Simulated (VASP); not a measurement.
BaTiO3: single point with PBEsol+D3(BJ)

Crystal: BaTiO3.

```
CELL_PARAMETERS angstrom
3.93673 0.00000 0.00000
0.00000 2.80206 2.80728
0.00000 -2.80206 2.80728
ATOMIC_POSITIONS crystal
Ba 0.00000 0.00469 0.00469
Ti 0.50000 0.51498 0.51498
O 0.50000 0.98919 0.49454
O 0.50000 0.49454 0.98919
O 0.00000 0.49350 0.49350
```

```json
{
 "Program": "VASP 6.6.1",
 "Task": "single point",
 "Functional": "PBEsol",
 "Dispersion": "D3(BJ)",
 "Potentials or basis": "VASP PAW PBE potentials, release 64 (Ba_sv, Ti_sv, O)",
 "Cutoff": "520 eV",
 "k mesh": "7 × 7 × 7",
 "Occupations": "fermi-dirac, width 0.05 eV",
 "Spin": "no spin polarisation",
 "Dipole correction": "no",
 "Further INCAR settings": "ALGO = Normal; EDIFF = 1e-06; NBANDS = 28"
}
```

```json
{
  "Pressure": "1.6 GPa",
  "Largest force": "0.041 eV/Å",
  "Band gap on the k mesh": "2.06 eV (least direct gap 2.22 eV)",
  "Dispersion energy per atom": "-0.274 eV"
}
```

Forces in eV/Å, atoms in the order of the input:
```
Ba   0.000  0.000 -0.028
Ti   0.000  0.000 -0.041
O    0.000  0.017  0.029
O    0.000 -0.017  0.029
O    0.000  0.000  0.012
```

Levels at points of the mesh, in eV from the valence-band top:
```csv
k point,band 18,band 19,band 20,band 21,band 22,band 23
"(0.00, 0.00, 0.00)",-0.23,-0.23,-0.16,2.06,2.18,2.24
```

Run time: 3 min on 1 thread of Intel Xeon 8259CL, on a shared host, peak memory 0.26 GiB.

Caveat: three body term missing; the PAW data sets were made with another functional, which shifts forces and pressure a little; spin-orbit coupling is left out, which moves the levels of the heavy elements. A k mesh can miss the band edges.
